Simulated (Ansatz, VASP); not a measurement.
One calculation of P, two programs

The input POSCAR:

```
P
1.0
    1.6538346590     -5.4984059606      0.0000000000
    1.6538346590      5.4984059606      0.0000000000
    0.0000000000      0.0000000000      4.5468944061
P
4
Direct
    0.0955109276      0.9044890724      0.9118095445
    0.5955109276      0.4044890724      0.5881904555
    0.9044890724      0.0955109276      0.0881904555
    0.4044890724      0.5955109276      0.4118095445
```

The input INCAR.step1:

```
SYSTEM = P
ALGO = Normal
EDIFF = 1E-4
ENCUT = 520
GGA = PE
ISMEAR = 1
LASPH = .True.
LCHARG = .False.
LREAL = .False.
LWAVE = .True.
NBANDS = 18
NELM = 80
PREC = Accurate
SIGMA = 1.0
```

INCAR.step2

```
SYSTEM = P
ALGO = Normal
EDIFF = 1E-7
ENCUT = 520
ISIF = 2
ISMEAR = 1
ISTART = 1
LASPH = .True.
LCHARG = .False.
LMIXTAU = .True.
LREAL = .False.
LWAVE = .False.
METAGGA = R2SCAN
NBANDS = 18
NELM = 80
PREC = Accurate
SIGMA = 1.0
```

The input KPOINTS:

```
k-points
0
Gamma
  10 10 7
  0 0 0
```

Input for Ansatz:

```yaml
crystal:
  lattice:
    - [1.653834659, -5.4984059606, 0.0]
    - [1.653834659, 5.4984059606, 0.0]
    - [0.0, 0.0, 4.5468944061]
  atoms:
    - { symbol: P, position: [0.0955109276, 0.9044890724, 0.9118095445] }
    - { symbol: P, position: [0.5955109276, 0.4044890724, 0.5881904555] }
    - { symbol: P, position: [0.9044890724, 0.0955109276, 0.0881904555] }
    - { symbol: P, position: [0.4044890724, 0.5955109276, 0.4118095445] }
hamiltonian:
  xc: r2scan
  pseudopotentials:
    kind: paw
    azcp:
      P: "pseudopotentials/P.paw.azcp"
basis:
  ecutwfc: 500
  fft_grid_basis: typed
kpoints:
  mp_grid: { grid: [10, 10, 7], shift: [0, 0, 0] }
magnetization:
  spin_polarized: false
scf:
  occupations: { method: methfessel_paxton, width: 1.0 }
  lower_state_search: "off"
output:
  stress: true
```

Alike in both runs: task single point; functional r2SCAN; k mesh 10 × 10 × 7; occupations methfessel-paxton of order 1, width 1 eV; no spin polarisation.

|  | VASP | Ansatz |
| --- | --- | --- |
| version | VASP 6.6.1 | Ansatz 0.2.0 |
| potentials or method | VASP PAW PBE potentials, release 64 (P), cutoff 520 eV | plane waves (500 eV) with PAW, scalar-relativistic |
| valence electrons in the cell | 20 | 20 |

|  | VASP | Ansatz | Ansatz less VASP |
| --- | --- | --- | --- |
| pressure (GPa) | -0.8 | -0.2 | +0.62 |
| traceless stress, the component that is largest in VASP (GPa) | -0.78 | -0.75 | +0.027 |

VASP's potentials were made for PBE, not for r2SCAN.
